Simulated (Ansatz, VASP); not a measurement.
## Ag3B in VASP and in Ansatz

```xyz
4
Lattice="3.9528 0.0000 0.0000 0.0000 3.9528 0.0000 0.0000 0.0000 3.9528" Properties=species:S:1:pos:R:3 pbc="T T T"
Ag    1.9764    1.9764    0.0000
Ag    1.9764    0.0000    1.9764
Ag    0.0000    1.9764    1.9764
B     0.0000    0.0000    0.0000
```

Change from the starting cell: species swapped into the VIr3 type (Pm-3m, No. 221).

Alike in both runs: functional PBE; k mesh 12 × 12 × 12; occupations gaussian, width 0.1 eV; no spin polarisation.

Ansatz relaxed the structure, and its values are those at the end. VASP's run is a single point on that final structure, the one shown.

|  | VASP | Ansatz |
| --- | --- | --- |
| version | VASP 6.6.1 | Ansatz 0.2.0 |
| potentials or method | VASP PAW PBE potentials, release 64 (Ag, B), cutoff 520 eV | scalar-relativistic, plane waves, PAW |
| valence electrons in the cell | 36 | 60 |

|  | VASP | Ansatz | Ansatz less VASP |
| --- | --- | --- | --- |
| gap on the k mesh at the Fermi level (eV) | none | none | - |
| pressure (GPa) | -0.2 | 0.0 | +0.18 |

A gap of «none» marks a metal or a gap that the smearing closes. The functional is the same, so the differences come from potentials, cutoffs and numerics. VASP's potentials hold 36 valence electrons a cell and Ansatz's 60, so a difference there can come from the potentials and not from the codes.
